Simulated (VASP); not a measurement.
Au:

```
Au
1.0
     0.00000    2.06178    2.06178
     2.06178    0.00000    2.06178
     2.06178    2.06178    0.00000
Au
1
Direct
  0.00000 0.00000 0.00000
```

Program: VASP 6.6.1. Alike in all runs: task single point; potentials or basis VASP PAW PBE potentials, release 64 (Au); no spin polarisation; cell as given; k mesh 6 × 6 × 6; cutoff (eV) 520; smearing fermi-dirac 0.05 eV.

Question: Order these runs on this cell by their pressure, lowest first.
A. level HF; share of exact exchange 1
B. level PBE-based screened hybrid with 25 % exact exchange; share of exact exchange 0.25; screening parameter 0.3 1/Å
C. level r2SCAN50; share of exact exchange 0.5

Answer: C (-0.5 GPa), B (1.9 GPa), A (17.4 GPa).

Caveats: all runs use coarse meshes; the PAW data sets were made with another functional, which shifts forces and pressure a little.
